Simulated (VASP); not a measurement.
A run of VASP 6.6.1 is set up as follows.

Contents of INCAR:

```
SYSTEM = BaSi3
ALGO = Normal
EDIFF = 1E-6
ENCUT = 520
GGA = PS
ISIF = 2
ISMEAR = 0
LASPH = .True.
LCHARG = .False.
LREAL = .False.
LWAVE = .False.
NBANDS = 19
NELM = 80
PREC = Accurate
SIGMA = 0.05
```

Contents of KPOINTS:

```
k-points
0
Gamma
  8 8 8
  0 0 0
```

File POSCAR:

```
BaSi3
1.0
    4.4143014413      0.0000000000      0.0000000000
    0.0000000000      4.4143014413      0.0000000000
    0.0000000000      0.0000000000      4.4143014413
Ba Si
1 3
Direct
    0.0000000000      0.0000000000      0.0000000000
    0.0000000000      0.5000000000      0.5000000000
    0.5000000000      0.5000000000      0.0000000000
    0.5000000000      0.0000000000      0.5000000000
```

Potentials or basis: VASP PAW PBE potentials, release 64 (Ba_sv, Si).

The run is started by

```sh
$ cat potpaw_PBE.64/Ba_sv/POTCAR potpaw_PBE.64/Si/POTCAR > POTCAR
$ mpirun -np 1 vasp_std > vasp.out
```

Problem. Estimate the band gap on the k mesh.

Solution. Zero (bands 11 and 12 overlap by 2.04 eV).

Problem. Predict the pressure.

Solution. 1.0 GPa.

Caveat: the PAW data sets were made with another functional, which shifts forces and pressure a little; spin-orbit coupling is left out, which moves the levels of the heavy elements.
